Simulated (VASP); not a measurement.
MnSb4: single point with LDA+U

The system is MnSb4.

```xyz
5
Lattice="3.0805 0.0000 0.0000 0.0000 3.0805 0.0000 0.0000 0.0000 14.9942" Properties=species:S:1:pos:R:3 pbc="T T T"
Sb    0.0000    0.0000   12.2905
Sb    0.0000    0.0000    9.0048
Sb    0.0000    0.0000    5.9894
Sb    0.0000    0.0000    2.7037
Mn    0.0000    0.0000    0.0000
```

```json
{
  "Program": "VASP 6.6.1",
  "Task": "single point",
  "Functional": "LDA",
  "Potentials or basis": "VASP PAW LDA potentials, release 64 (Sb, Mn_pv)",
  "Cutoff": "520 eV",
  "k mesh": "9 × 9 × 2",
  "Occupations": "fermi-dirac, width 0.05 eV",
  "Spin": "collinear spin, ferromagnetic start",
  "Starting moments": "[0.0, 0.0, 0.0, 0.0, 4.0] μB",
  "Hubbard terms": "Mn d U = 4.0 eV"
}
```

| Quantity | Value |
| --- | --- |
| Pressure | -2.3 GPa |
| Largest force | 0.351 eV/Å |
| Net moment | 4.55 μB per cell |
| Site moments | Sb -0.02, +0.00; Mn +4.34 μB |
| Valence electrons inside the program's atomic spheres | Sb 2.43, 2.39; Mn 11.38 |

Forces on the atoms (eV/Å):
```
Sb   0.000  0.000 -0.351
Sb   0.000  0.000 -0.011
Sb   0.000  0.000  0.011
Sb   0.000  0.000  0.351
Mn   0.000  0.000  0.000
```

Stress tensor (GPa, compression positive):
```
-2.18  0.00  0.00
 0.00 -2.18  0.00
 0.00  0.00 -2.64
```

Levels at points of the mesh, in eV from the Fermi level:
Spin up:
| k point | band 15 | band 16 | band 17 | band 18 | band 19 | band 20 | band 21 | band 22 | band 23 | band 24 |
| --- | --- | --- | --- | --- | --- | --- | --- | --- | --- | --- |
| (0.00, 0.00, 0.00) | -3.70 | 0.62 | 1.20 | 3.50 | 3.50 | 4.15 | 4.15 | 4.31 | 4.31 | 5.02 |
| (0.00, 0.00, 0.50) | -2.20 | -1.01 | 2.72 | 3.52 | 3.52 | 4.00 | 4.00 | 4.49 | 4.49 | 4.95 |
Spin down:
| k point | band 12 | band 13 | band 14 | band 15 | band 16 | band 17 |
| --- | --- | --- | --- | --- | --- | --- |
| (0.00, 0.00, 0.00) | 0.72 | 0.76 | 2.18 | 2.18 | 2.89 | 2.94 |
| (0.00, 0.00, 0.50) | 0.54 | 0.76 | 2.18 | 2.18 | 2.89 | 3.56 |

Eigenvalues of the final occupation matrices:
```csv
site,spin,trace,eigenvalues
site 5 d,1,4.59,0.90 0.92 0.92 0.92 0.93
site 5 d,2,0.30,0.02 0.03 0.03 0.03 0.20
```

Wall time 6.5 min on 1 thread of Oxide Virtual Turin-like Processor, on a shared host, peak memory 0.29 GiB.

Caveat: spin-orbit coupling is left out, which moves the levels of the heavy elements; a cell with one magnetic atom can't hold antiferromagnetic order, which such compounds often take; the U is typed as a test and isn't derived for this compound. The state reached can hang on the start; a lower one may exist.
